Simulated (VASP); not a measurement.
Set up this calculation in VASP 6.6.1, as the native input.

```
Task                   : single point
Functional             : LDA
Potentials or basis    : VASP PAW LDA potentials, release 64 (Ti_sv, Al)
Cutoff                 : 520 eV
k mesh                 : 7 × 7 × 7
Occupations            : fermi-dirac, width 0.05 eV
Spin                   : no spin polarisation
Dipole correction      : no
Further INCAR settings : ALGO = Fast; EDIFF = 1e-07; NBANDS = 18
```

The structure of TiAl3 lies in POSCAR:

```
TiAl3
1.0
    3.9022096795      0.0000000000      0.0000000000
    0.0000000000      3.9022096795      0.0000000000
    0.0000000000      0.0000000000      3.9022096795
Ti Al
1 3
Direct
    0.0000000000      0.0000000000      0.0000000000
    0.0000000000      0.5000000000      0.5000000000
    0.5000000000      0.0000000000      0.5000000000
    0.5000000000      0.5000000000      0.0000000000
```

The input as run:

INCAR

```
ALGO     = Fast           # electronic algorithm
EDIFF    = 1E-7           # SCF threshold, eV
ENCUT    = 520            # plane-wave cutoff, eV
GGA      = CA             # functional
ISIF     = 2              # what is computed and relaxed
ISMEAR   = -1             # smearing method
LASPH    = True           # aspherical terms in the spheres
LCHARG   = False          # write CHGCAR
LREAL    = False          # projectors in reciprocal space
LWAVE    = False          # write WAVECAR
NBANDS   = 18             # bands
NELM     = 80             # most SCF steps
PREC     = Accurate       # precision mode
SIGMA    = 0.05           # smearing width, eV
```

KPOINTS

```
k-points
0
Gamma
  7 7 7
```

Potentials or basis: VASP PAW LDA potentials, release 64 (Ti_sv, Al).

The run is started by

```bash
$ cat potpaw_LDA.64/Ti_sv/POTCAR potpaw_LDA.64/Al/POTCAR > POTCAR
$ mpirun -np 1 vasp_std > vasp.out
```

It gave:

```
Pressure : 0.9 GPa
```

Wall time 38 s on 1 thread of Intel Xeon 6975P-C, on a shared host, peak memory 0.15 GiB.
